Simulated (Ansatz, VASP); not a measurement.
## SiC in VASP and in Ansatz

```
CELL_PARAMETERS angstrom
3.07569 0.00000 0.00000
-1.53785 2.66363 0.00000
0.00000 0.00000 10.07065
ATOMIC_POSITIONS crystal
Si 0.00000 0.00000 0.18789
Si 0.00000 0.00000 0.68789
Si 0.33333 0.66667 0.43784
Si 0.66667 0.33333 0.93784
C 0.00000 0.00000 0.00046
C 0.00000 0.00000 0.50046
C 0.33333 0.66667 0.24980
C 0.66667 0.33333 0.74980
```

Alike in both runs: functional b88 exchange, pbe correlation; k mesh 10 × 10 × 3; occupations fermi-dirac, width 0.05 eV; no spin polarisation.

```csv
,VASP,Ansatz
version,VASP 6.6.1,Ansatz 0.2.0
potentials or method,"VASP PAW PBE potentials, release 64 (Si, C)",Ansatz PAW
plane-wave cutoff (eV),600,420
valence electrons in the cell,32,32
task,single point,band structure
```

```csv
,VASP,Ansatz,Ansatz less VASP
gap on the k mesh at the Fermi level (eV),2.23,2.24,+0.005
least direct gap on the mesh (eV),3.35,3.36,+0.007
pressure (GPa),3.9,4.1,+0.21
"traceless stress, the component that is largest in VASP (GPa)",-0.07,-0.08,-0.004
```

VASP's potentials were made for PBE, not for b88 exchange, pbe correlation.
